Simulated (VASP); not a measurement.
Write the native input for VASP 6.6.1 that does the following.

```yaml
Task: relaxation of cell and atoms
Functional: PBE
Potentials_or_basis: VASP PAW PBE potentials, release 64 (Zr_sv, Al, N)
Cutoff: 600 eV
k_mesh: 6 × 6 × 2
Occupations: gaussian, width 0.1 eV
Spin: no spin polarisation
Dipole_correction: no
Further_INCAR_settings: ALGO = Normal; EDIFF = 1e-07; IBRION = 2; EDIFFG = -0.04; NSW = 90; ISIF = 3
```

The structure of Zr2AlN3 lies in POSCAR:

```
Zr2AlN3
1.0
    3.3576657200      0.0000000000      0.0000000000
   -1.6788328600      2.9078238100      0.0000000000
    0.0000000000      0.0000000000      8.2245677400
Zr Al N
2 1 3
Direct
    0.0000000000      0.0000000000      0.0000000000
    0.3333333300      0.6666666700      0.6666666700
    0.6666666700      0.3333333300      0.3333333300
    0.3333333300      0.6666666700      0.9166666700
    0.6666666700      0.3333333300      0.5833333300
    0.0000000000      0.0000000000      0.2500000000
```

These files were run (other wordings do the same):

INCAR

```
  PREC = Accurate
  ENCUT = 600
  EDIFF = 1E-7
  ISMEAR = 0
  SIGMA = 0.1
  LREAL = False
  LASPH = True
  NELM = 120
  ALGO = Normal
  ISIF = 3
  LWAVE = False
  LCHARG = False
  GGA = PE
  IBRION = 2
  NSW = 90
  EDIFFG = -0.04
  GGA_COMPAT = False
  NELMIN = 4
```

KPOINTS

```
regular mesh
0
Gamma
  6 6 2
```

Potentials or basis: VASP PAW PBE potentials, release 64 (Zr_sv, Al, N).

Command:

```console
$ cat potpaw_PBE.64/Zr_sv/POTCAR potpaw_PBE.64/Al/POTCAR potpaw_PBE.64/N/POTCAR > POTCAR
$ mpirun -np 1 vasp_std > vasp.out
```

Results of the run:

- Relaxed volume: 13.87 Å³/atom
- Relaxed cell: a = 3.388 Å, b = 3.388 Å, c = 8.375 Å, α = 90.00°, β = 90.00°, γ = 120.00°
- Space group after relaxing (to 0.1 Å): P3m1 (No. 156)
- Energy gained by relaxing: 122.1 meV/atom
- Ionic steps: 12
- Pressure after relaxing: 0.0 GPa
- Largest force after relaxing: 0.017 eV/Å
- Band gap on the k mesh: zero (bands 21 and 22 overlap by 0.84 eV)

Caveat: the k points lie up to 0.38 Å⁻¹ apart in the final cell, too coarse for converged energies and pressures of a metal.

Run time: 3.6 min on 1 thread of Intel(R) Xeon(R) 6975P-C (Granite Rapids), on a shared host, peak memory 0.24 GiB.
